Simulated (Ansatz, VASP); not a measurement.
## One calculation of Al4Fe3Co, two programs

```
Al Fe Co
1.0
    -2.99010    2.99010    2.99010
     2.99010   -2.99010    2.99010
     2.99010    2.99010   -2.99010
Al Fe Co
4 3 1
Cartesian
  1.4951 -1.4951 1.4951
  1.4951 1.4951 1.4951
  1.4951 1.4951 -1.4951
  -1.4951 1.4951 1.4951
  0.0000 2.9901 0.0000
  0.0000 0.0000 2.9901
  2.9901 0.0000 0.0000
  0.0000 0.0000 0.0000
```

Alike in both runs: task relaxation of cell and atoms; functional PBE; k mesh 4 × 4 × 4; occupations gaussian, width 0.1 eV; collinear spin.

|  | VASP | Ansatz |
| --- | --- | --- |
| version | VASP 6.6.1 | Ansatz 0.2.0 |
| potentials or method | VASP PAW PBE potentials, release 64 (Al, Fe, Co), cutoff 600 eV | scalar-relativistic, plane waves, PAW |
| valence electrons in the cell | 45 | 77 |

```tsv
	VASP	Ansatz	Ansatz less VASP
gap on the k mesh at the Fermi level, each at its own relaxed structure (eV)	none	none	-
net moment per atom (μB)	0.27	0.27	0.000
size of the moment on the site where the two differ most (μB)	0.80	0.79	-0.009
relaxed volume (Å³/atom)	11.83	11.83	-0.003
relaxed cell length with the largest relative difference (Å)	4.973	4.972	-0.0004
```

Site moments also hang on the region over which each program counts them. A gap of «none» marks a metal or a gap that the smearing closes. VASP's potentials hold 45 valence electrons a cell and Ansatz's 77, so a difference there can come from the potentials and not from the codes. Ansatz's warnings: seeded moment not kept.

The k mesh is coarse, so the values compare programs but aren't converged.
